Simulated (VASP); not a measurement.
## In: single point with LDA

In:

```
CELL_PARAMETERS angstrom
2.48830 0.00000 0.00000
-1.24415 2.15493 0.00000
0.00000 0.00000 2.38795
ATOMIC_POSITIONS crystal
In 0.00000 0.00000 0.00000
```

This isn't the form of In at room conditions, which is tetragonal.

```
Program             : VASP 6.6.1
Task                : single point
Functional          : LDA
Potentials or basis : VASP PAW LDA potentials, release 64 (In_d)
Cutoff              : 520 eV
k mesh              : 17 × 17 × 16
Occupations         : fermi-dirac, width 0.05 eV
Spin                : no spin polarisation
```

```json
{
  "Pressure": "192.3 GPa",
  "Band gap on the k mesh": "zero (an odd number of electrons rules out a gap without spin polarisation)"
}
```

Stress tensor (GPa, compression positive):
```
192.17   0.00   0.00
  0.00 192.17   0.00
  0.00   0.00 192.58
```

Levels at points of the mesh, in eV from the Fermi level:
| k point | band 3 | band 4 | band 5 | band 6 | band 7 | band 8 | band 9 | band 10 | band 11 | band 12 |
| --- | --- | --- | --- | --- | --- | --- | --- | --- | --- | --- |
| (0.00, 0.00, 0.00) | -17.30 | -16.61 | -15.20 | -15.20 | 9.80 | 11.86 | 16.49 | 16.49 | 16.98 | 21.37 |
| (0.00, 0.00, 0.50) | -17.07 | -16.31 | -16.31 | -8.68 | -6.57 | 15.08 | 18.04 | 19.02 | 19.02 | 23.91 |

Run time: 14 s on 1 thread of Intel(R) Xeon(R) 6975P-C (Granite Rapids) (shared host), peak memory 0.15 GiB.

Caveat: the cell stands under pressure; spin-orbit coupling is left out, which moves the levels of the heavy elements.
